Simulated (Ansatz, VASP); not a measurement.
One calculation of Al2Cu, two programs

```
Al Cu
1.0
     4.08417    0.04595    0.00000
     0.04595    4.08417    0.00000
     0.00000    0.00000    2.84639
Al Cu
2 1
Direct
  0.50000 0.00000 0.50000
  0.00000 0.50000 0.50000
  0.00000 0.00000 0.00000
```

Change from the starting cell: strain +0.0225 x Voigt [0, 0, 0, 0, 0, 1], atoms carried along.

Alike in both runs: task single point; functional PBEsol; k mesh 12 × 12 × 16; occupations gaussian, width 0.15 eV; no spin polarisation.

|  | VASP | Ansatz |
| --- | --- | --- |
| version | VASP 6.6.1 | Ansatz 0.2.0 |
| potentials or method | VASP PAW PBE potentials, release 64 (Al, Cu), cutoff 520 eV | scalar-relativistic, plane waves, PAW |
| valence electrons in the cell | 17 | 25 |

VASP gave:

```
gap on the k mesh at the Fermi level (eV)                     : none
pressure (GPa)                                                : 0.0
traceless stress, the component that is largest in VASP (GPa) : -1.13
```

Question: What did Ansatz give for the same quantities?

Answer: gap on the k mesh at the Fermi level (eV): none; pressure (GPa): 0.1; traceless stress, the component that is largest in VASP (GPa): -1.14.

VASP's potentials were made for PBE, not for PBEsol. A gap of «none» marks a metal or a gap that the smearing closes. The functional is the same, so the differences come from potentials, cutoffs and numerics. VASP's potentials hold 17 valence electrons a cell and Ansatz's 25, so a difference there can come from the potentials and not from the codes.
